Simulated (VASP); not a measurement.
# Be (Fm-3m) in VASP: notebook

Be is run at these levels: PBE; tasks: single point, relaxation of cell and atoms.

All numbers are computed with VASP 6.6.1; they aren't measurements. Logs are shortened: lines on timing, memory, paths and dates and some standing lists are left out, and cuts for length are marked.

### 1 The cell of the first run

It takes space group Fm-3m (No. 225, cubic). The conventional cell has a = 3.170 Å, b = 3.170 Å, c = 3.170 Å, α = 90.00°, β = 90.00°, γ = 90.00°. Be (site symmetry m-3m) has 12 Be at 2.24 Å within 3.0 Å.

### 2 Single point, PBE

Input file INCAR:

```
SYSTEM = Be
PREC = Accurate
ENCUT = 520
EDIFF = 1E-6
ISMEAR = -1
SIGMA = 0.08
LREAL = .False.
LASPH = .True.
NELM = 100
ALGO = Normal
ISIF = 2
LWAVE = .False.
LCHARG = .False.
GGA = PE
NBANDS = 7
```

Input file KPOINTS:

```
regular mesh
0
Gamma
  21 21 21
  0 0 0
```

Input file POSCAR:

```
Be
1.0
    0.0000000000      1.5848458850      1.5848458850
    1.5848458850      0.0000000000      1.5848458850
    1.5848458850      1.5848458850      0.0000000000
Be
1
Direct
    0.0000000000      0.0000000000      0.0000000000
```

Potentials or basis: VASP PAW PBE potentials, release 64 (Be).

The run is started by

```console
$ cat potpaw_PBE.64/Be/POTCAR > POTCAR
$ mpirun -np 1 vasp_std > vasp.out
```

OUTCAR:

```text
SYSTEM = Be
   PREC = Accurate
   ENCUT = 520
   EDIFF = 1E-6
   ISMEAR = -1
   LREAL = .False.
   LASPH = .True.
   NELM = 100
   ISIF = 2
   GGA = PE

 ion  position               nearest neighbor table
   1  0.000  0.000  0.000-

  LATTYP: Found a face centered cubic cell.
 ALAT       =     3.1696917700

  Lattice vectors:

 A1 = (   0.0000000000,   1.5848458850,   1.5848458850)
 A2 = (   1.5848458850,   0.0000000000,   1.5848458850)
 A3 = (   1.5848458850,   1.5848458850,   0.0000000000)

Analysis of symmetry for initial positions (statically):
=====================================================================
 Subroutine PRICEL returns:
 Original cell was already a primitive cell.

 Routine SETGRP: Setting up the symmetry group for a
 face centered cubic supercell.

 Subroutine GETGRP returns: Found 48 space group operations
 (whereof 48 operations were pure point group operations)
 out of a pool of 48 trial point group operations.

The static configuration has the point symmetry O_h .

Analysis of symmetry for dynamics (positions and initial velocities):
=====================================================================
 Subroutine PRICEL returns:
 Original cell was already a primitive cell.

 Routine SETGRP: Setting up the symmetry group for a
 face centered cubic supercell.

 Subroutine GETGRP returns: Found 48 space group operations
 (whereof 48 operations were pure point group operations)
 out of a pool of 48 trial point group operations.

The dynamic configuration has the point symmetry O_h .

 Subroutine INISYM returns: Found 48 space group operations
 (whereof 48 operations are pure point group operations),
 and found     1 'primitive' translations

----------------------------------------------------------------------------------------

                                     Primitive cell

  volume of cell :       7.9614

  direct lattice vectors                    reciprocal lattice vectors
     0.000000000  1.584845885  1.584845885    -0.315488089  0.315488089  0.315488089
     1.584845885  0.000000000  1.584845885     0.315488089 -0.315488089  0.315488089
     1.584845885  1.584845885  0.000000000     0.315488089  0.315488089 -0.315488089

  length of vectors
     2.241310545  2.241310545  2.241310545     0.546441400  0.546441400  0.546441400

  position of ions in fractional coordinates (direct lattice)
     0.000000000  0.000000000  0.000000000

  ion indices of the primitive-cell ions
   primitive index   ion index
                 1           1

----------------------------------------------------------------------------------------

 KPOINTS: regular mesh

Automatic generation of k-mesh.
 Grid dimensions read from file:
 generate k-points for:   21   21   21

 Generating k-lattice:

  Cartesian coordinates                     Fractional coordinates (reciprocal lattice)
    -0.015023242  0.015023242  0.015023242     0.047619048  0.000000000  0.000000000
     0.015023242 -0.015023242  0.015023242     0.000000000  0.047619048  0.000000000
     0.015023242  0.015023242 -0.015023242     0.000000000  0.000000000  0.047619048

  Length of vectors
     0.026021019  0.026021019  0.026021019

  Shift w.r.t. Gamma in fractional coordinates (k-lattice)
     0.000000000  0.000000000  0.000000000

 Subroutine IBZKPT returns following result:
 ===========================================

 Found    286 irreducible k-points:

 Following reciprocal coordinates:
            Coordinates               Weight
  0.000000  0.000000  0.000000      1.000000
  0.047619  0.000000  0.000000      8.000000
  0.095238  0.000000  0.000000      8.000000
  0.142857  0.000000  0.000000      8.000000
  0.190476  0.000000  0.000000      8.000000
  0.238095  0.000000  0.000000      8.000000
[... 16 lines left out ...]
 -0.428571  0.047619  0.000000     24.000000
 -0.380952  0.047619  0.000000     24.000000
 [... further k-points ...]
   k-points           NKPTS =    286   k-points in BZ     NKDIM =    286   number of bands    NBANDS=      7
   number of dos      NEDOS =    301   number of ions     NIONS =      1
   total plane-waves  NPLWV =   5832
   dimension x,y,z NGX =    18 NGY =   18 NGZ =   18
   dimension x,y,z NGXF=    36 NGYF=   36 NGZF=   36
   ions per type =               1
   NGX,Y,Z   is equivalent  to a cutoff of  13.35, 13.35, 13.35 a.u.
   NGXF,Y,Z  is equivalent  to a cutoff of  26.70, 26.70, 26.70 a.u.
 SYSTEM =  Be
   PREC   = accura    normal or accurate (medium, high low for compatibility)
   ISTART =      0    job   : 0-new  1-cont  2-samecut
   ICHARG =      2    charge: 1-file 2-atom 10-const
   ISPIN  =      1    spin polarized calculation?
   LNONCOLLINEAR =      F non collinear calculations
   LSORBIT =      F    spin-orbit coupling
   LASPH  =      T    aspherical Exc in radial PAW
   ENCUT  =  520.0 eV  38.22 Ry    6.18 a.u.   4.17  4.17  4.17*2*pi/ulx,y,z
   NELM   =    100;   NELMIN=  2; NELMDL= -5     # of ELM steps
   EDIFF  = 0.1E-05   stopping-criterion for ELM
   LREAL  =      F    real-space projection
   EDIFFG = 0.1E-04   stopping-criterion for IOM
   NSW    =      0    number of steps for IOM
   IBRION =     -1    ionic relax: 0-MD 1-quasi-New 2-CG
   NFREE  =      0    steps in history (QN), initial steepest desc. (CG)
   ISIF   =      2    stress and relaxation
   ISYM   =      2    0-nonsym 1-usesym 2-fastsym
   POTIM  = 0.5000    time-step for ionic-motion
   TEBEG  =    0.0;   TEEND  =   0.0 temperature during run
   PSTRESS=    0.0 pullay stress
   NELECT =       2.0000    total number of electrons
   NUPDOWN=      -1.0000    fix difference up-down
   EMIN   =  10.00;   EMAX   =-10.00  energy-range for DOS
   EFERMI =   0.00;   METHOD = LEGACY
   ISMEAR =    -1;   SIGMA  =   0.08  broadening in eV -4-tet -1-fermi 0-gaus
   EFERMI_NEDOS =   21; number of points for ismear=-14 and -15
   IALGO  =     38    algorithm
   IMIX   =      4    mixing-type and parameters
     AMIX     =   0.40;   BMIX     =  1.00
     AMIX_MAG =   1.60;   BMIX_MAG =  1.00
  volume/ion in A,a.u.               =       7.96        53.73
  Fermi-wavevector in a.u.,A,eV,Ry     =   1.032970  1.952031 14.517790  1.067027
  Thomas-Fermi vector in A             =   2.167194
   LORBIT       =      0    0 simple, 1 ext, 2 COOP (PROOUT), +10 PAW based schemes
   GGA     = PE    functional components
[... 5 lines left out ...]
 non-spin polarized calculation
  energy-cutoff  :      520.00
  volume of cell :        7.96
 maximum number of plane-waves:       222
 NGX is ok and might be reduce to    18
   NGX =  9   NGY =  9   NGZ =  9

 number of electron       2.0000000 magnetization

 Free energy of the ion-electron system (eV)
  ---------------------------------------------------
  ext. energy  EPLUGINS =         0.00000000
  ---------------------------------------------------
  free energy    TOTEN  =        -3.68643319 eV

  energy without entropy =       -3.68386087  energy(sigma->0) =       -3.68514703

 E-fermi :   7.4416     XC(G=0): -10.5873

 val. band max:        7.3356878774   @ k =  -0.2857   0.4286   0.1905
 cond. band min:       7.4847014253   @ k =  -0.4762   0.0476   0.0000
 fundamental gap:      0.1490135478
 Fermi energy:         7.4416462220

 k-point     1 :       0.0000    0.0000    0.0000
  band No.  band energies     occupation
      1      -4.3487      2.00000
      2      26.7298      0.00000
      3      26.7298      0.00000
      4      26.7298      0.00000
      5      36.3742      0.00000
      6      36.3742      0.00000
      7      36.3742      0.00000

 k-point     2 :       0.0476    0.0000    0.0000
  band No.  band energies     occupation
      1      -4.2738      2.00000
      2      26.1274      0.00000
      3      26.6008      0.00000
      4      26.6008      0.00000
      5      35.4007      0.00000
      6      36.6233      0.00000
      7      36.6233      0.00000

 k-point     3 :       0.0952    0.0000    0.0000
  band No.  band energies     occupation
      1      -4.0491      2.00000
      2      24.4794      0.00000
      3      26.2606      0.00000
      4      26.2606      0.00000
      5      34.6585      0.00000
      6      37.2725      0.00000
      7      37.2725      0.00000

 k-point     4 :       0.1429    0.0000    0.0000
  band No.  band energies     occupation
      1      -3.6746      2.00000
      2      22.2085      0.00000
      3      25.8082      0.00000
      4      25.8082      0.00000
      5      34.6032      0.00000
      6      37.9864      0.00000
      7      37.9864      0.00000

 k-point     5 :       0.1905    0.0000    0.0000
  band No.  band energies     occupation
      1      -3.1511      2.00000
      2      19.7031      0.00000
      3      25.3333      0.00000
      4      25.3333      0.00000
      5      34.9914      0.00000
      6      38.0910      0.00000
      7      38.0910      0.00000

 k-point     6 :       0.2381    0.0000    0.0000
  band No.  band energies     occupation
      1      -2.4807      2.00000
      2      17.1802      0.00000
      3      24.8946      0.00000
      4      24.8946      0.00000
      5      35.6068      0.00000
      6      37.3268      0.00000
      7      37.3268      0.00000

 k-point     7 :       0.2857    0.0000    0.0000
  band No.  band energies     occupation
      1      -1.6690      2.00000
      2      14.7498      0.00000
      3      24.5237      0.00000
      4      24.5237      0.00000
      5      36.1542      0.00000
      6      36.2591      0.00000
      7      36.2591      0.00000
[... 121 lines left out ...]
 k-point    20 :       0.4286    0.0476    0.0000
  band No.  band energies     occupation
      1       1.0789      2.00000
      2       9.2703      0.00000
      3      23.2856      0.00000
      4      24.0283      0.00000
      5      32.0371      0.00000
      6      34.8486      0.00000
      7      37.5793      0.00000

 k-point    21 :       0.4762    0.0476    0.0000
  band No.  band energies     occupation
      1       1.9869      2.00000
      2       7.9041      0.00616
      3      23.3950      0.00000
      4      23.6995      0.00000
      5      31.8726      0.00000
      6      34.2626      0.00000
      7      37.3592      0.00000

 k-point    22 :      -0.4762    0.0476    0.0000
  band No.  band energies     occupation
      1       2.2908      2.00000
      2       7.4847      0.73722
      3      23.4323      0.00000
      4      23.5989      0.00000
      5      31.9748      0.00000
      6      33.9338      0.00000
      7      37.3432      0.00000

 k-point    23 :      -0.4286    0.0476    0.0000
  band No.  band energies     occupation
      1       1.7230      2.00000
      2       8.2813      0.00006
      3      23.2452      0.00000
      4      23.8808      0.00000
      5      32.3288      0.00000
      6      33.8818      0.00000
      7      37.5371      0.00000

 k-point    24 :      -0.3810    0.0476    0.0000
  band No.  band energies     occupation
      1       0.7305      2.00000
      2       9.8442      0.00000
      3      23.1565      0.00000
      4      24.2246      0.00000
      5      32.9119      0.00000
      6      34.1179      0.00000
      7      37.8942      0.00000

 [... further k-points ...]
[... 5 lines left out ...]
  --------------------------------------------------------------------------------------
  -------------------------------------------------------------------------------------
  Total       -0.0568247     -0.0568247     -0.0568247     -0.0000000      0.0000000      0.0000000
  in kB      -11.4355343    -11.4355343    -11.4355343     -0.0000000      0.0000000      0.0000000
  external PRESSURE =     -11.4355343 kB  Pullay stress =       0.0000000 kB

 VOLUME and BASIS-vectors are now :
 -----------------------------------------------------------------------------
  energy-cutoff  :      520.00
  volume of cell :        7.96
      direct lattice vectors                 reciprocal lattice vectors
     0.000000000  1.584845885  1.584845885    -0.315488089  0.315488089  0.315488089
     1.584845885  0.000000000  1.584845885     0.315488089 -0.315488089  0.315488089
     1.584845885  1.584845885  0.000000000     0.315488089  0.315488089 -0.315488089

 POSITION                                       TOTAL-FORCE (eV/Angst)
 -----------------------------------------------------------------------------------
      0.00000      0.00000      0.00000         0.000000      0.000000      0.000000
 -----------------------------------------------------------------------------------
    total drift:                               -0.000000      0.000000     -0.000000

  FREE ENERGIE OF THE ION-ELECTRON SYSTEM (eV)
  ---------------------------------------------------
  free  energy   TOTEN  =        -3.6864331873 eV

  energy  without entropy=       -3.6838608716  energy(sigma->0) =       -3.68514703
```

Wall time 10 s (1 thread of Intel Xeon Platinum 8259CL at 2.50GHz (Skylake/Cascade Lake), shared host); peak memory 0.12 GiB.

Results:

```yaml
Free_energy: -3.6864 eV
Pressure: -1.1 GPa
Band_gap_on_the_k_mesh: zero (band 1 reaches 7.74 eV, above the bottom of band 2 at 7.24 eV)
```

Levels at points of the mesh, in eV from the Fermi level:
```
           k point  band 1  band 2  band 3  band 4  band 5
(0.00, 0.00, 0.00)  -11.79   19.29   19.29   19.29   28.93
```

### 3 Single point, PBE

Input file INCAR:

```
PREC = Accurate ; ENCUT = 520
EDIFF = 1E-6 ; ISMEAR = -1
SIGMA = 0.08 ; LREAL = False
LASPH = True ; NELM = 80
ALGO = Normal ; ISIF = 2
LWAVE = False ; LCHARG = False
GGA = PE ; NBANDS = 7
```

Input file KPOINTS:

```
regular mesh
0
Gamma
  21 21 21
```

POSCAR is that of step 2.

Potentials or basis: VASP PAW PBE potentials, release 64 (Be).

The run is started by

```console
$ cat potpaw_PBE.64/Be/POTCAR > POTCAR
$ mpirun -np 1 vasp_std > vasp.out
```

OUTCAR:

```text
PREC = Accurate
   ENCUT = 520
   EDIFF = 1E-6
   ISMEAR = -1
   LREAL = False
   LASPH = True
   NELM = 80
   ISIF = 2
   GGA = PE

 ion  position               nearest neighbor table
   1  0.000  0.000  0.000-

  LATTYP: Found a face centered cubic cell.
 ALAT       =     3.1696917700

  Lattice vectors:

 A1 = (   0.0000000000,   1.5848458850,   1.5848458850)
 A2 = (   1.5848458850,   0.0000000000,   1.5848458850)
[... 189 lines left out ...]
      7      36.3742      0.00000
[... 221 lines left out ...]
 k-point    24 :      -0.3810    0.0476    0.0000
  band No.  band energies     occupation
      1       0.7305      2.00000
      2       9.8442      0.00000
      3      23.1565      0.00000
      4      24.2246      0.00000
      5      32.9119      0.00000
      6      34.1179      0.00000
      7      37.8942      0.00000

 [... further k-points ...]
[... 5 lines left out ...]
  --------------------------------------------------------------------------------------
  -------------------------------------------------------------------------------------
  Total       -0.0568247     -0.0568247     -0.0568247     -0.0000000      0.0000000      0.0000000
  in kB      -11.4355343    -11.4355343    -11.4355343     -0.0000000      0.0000000      0.0000000
  external PRESSURE =     -11.4355343 kB  Pullay stress =       0.0000000 kB

 VOLUME and BASIS-vectors are now :
 -----------------------------------------------------------------------------
  energy-cutoff  :      520.00
  volume of cell :        7.96
      direct lattice vectors                 reciprocal lattice vectors
     0.000000000  1.584845885  1.584845885    -0.315488089  0.315488089  0.315488089
     1.584845885  0.000000000  1.584845885     0.315488089 -0.315488089  0.315488089
     1.584845885  1.584845885  0.000000000     0.315488089  0.315488089 -0.315488089

 POSITION                                       TOTAL-FORCE (eV/Angst)
 -----------------------------------------------------------------------------------
      0.00000      0.00000      0.00000         0.000000      0.000000      0.000000
 -----------------------------------------------------------------------------------
    total drift:                               -0.000000      0.000000     -0.000000

  FREE ENERGIE OF THE ION-ELECTRON SYSTEM (eV)
  ---------------------------------------------------
  free  energy   TOTEN  =        -3.6864331873 eV

  energy  without entropy=       -3.6838608716  energy(sigma->0) =       -3.68514703
```

stdout:

```text
POSCAR found type information on POSCAR Be
 POSCAR found :  1 types and       1 ions
 scaLAPACK will be used
 LDA part: xc-table for (Slater+PW92), standard interpolation
 POSCAR, INCAR and KPOINTS ok, starting setup
 FFT: planning ... GRIDC
 FFT: planning ... GRID_SOFT
 FFT: planning ... GRID
 WAVECAR not read
 entering main loop
```

Run time: 9.9 s. Hardware: 1 thread of Intel Xeon Platinum 8259CL at 2.50GHz (Skylake/Cascade Lake), shared host; peak memory 0.12 GiB.

Results:

```yaml
Free_energy: -3.6864 eV
Pressure: -1.1 GPa
Band_gap_on_the_k_mesh: zero (band 1 reaches 7.74 eV, above the bottom of band 2 at 7.24 eV)
```

### 4 Relaxation of cell and atoms, PBE, target pressure -1.3 GPa, at which the enthalpy is minimised

Input file INCAR:

```
SYSTEM = Be
PREC = Accurate ; ENCUT = 600
EDIFF = 1E-6 ; ISMEAR = -1
SIGMA = 0.08 ; LREAL = .False.
LASPH = .True. ; NELM = 60
ALGO = Normal ; ISIF = 3
LWAVE = .False. ; LCHARG = .False.
GGA = PE ; IBRION = 2
NSW = 60 ; EDIFFG = -0.005
PSTRESS = -13.0
```

Input file KPOINTS:

```
regular mesh
0
Gamma
  21 21 21
  0 0 0
```

Input file POSCAR:

```
Be
1.0
    0.0000000000      1.5847739003      1.5847739003
    1.5847739003      0.0000000000      1.5847739003
    1.5847739003      1.5847739003      0.0000000000
Be
1
Direct
    0.0000000000      0.0000000000      0.0000000000
```

The run is started by

```console
$ cat potpaw_PBE.64/Be/POTCAR > POTCAR
$ mpirun -np 1 vasp_std > vasp.out
```

It took 9.3 s on 1 thread of Intel Xeon Platinum 8259CL at 2.50GHz (Skylake/Cascade Lake), shared host; peak memory 0.12 GiB.

It converged, with:

```
Free energy                                            : -3.6864 eV
Relaxed volume                                         : 7.97 Å³/atom
Relaxed cell                                           : a = 2.242 Å, b = 2.242 Å, c = 2.242 Å, α = 60.00°, β = 60.00°, γ = 60.00°
Space group after relaxing (to 0.05 Å)                 : Fm-3m (No. 225)
Energy change on relaxing (the enthalpy is what falls) : +0.1 meV/atom
Ionic steps                                            : 2
Pressure after relaxing                                : -1.3 GPa
Band gap on the k mesh                                 : zero (band 1 reaches 7.73 eV, above the bottom of band 2 at 7.23 eV)
```

Final structure:
```
CELL_PARAMETERS angstrom
0.00000 1.58544 1.58544
1.58544 0.00000 1.58544
1.58544 1.58544 0.00000
ATOMIC_POSITIONS crystal
Be 0.00000 0.00000 0.00000
```

Levels at points of the mesh, in eV from the Fermi level:
```csv
k point,band 1,band 2,band 3,band 4,band 5
"(0.00, 0.00, 0.00)",-11.78,19.27,19.27,19.27,28.91
```

Caveat: the cell is relaxed towards a set pressure, so the enthalpy falls and the energy may rise.
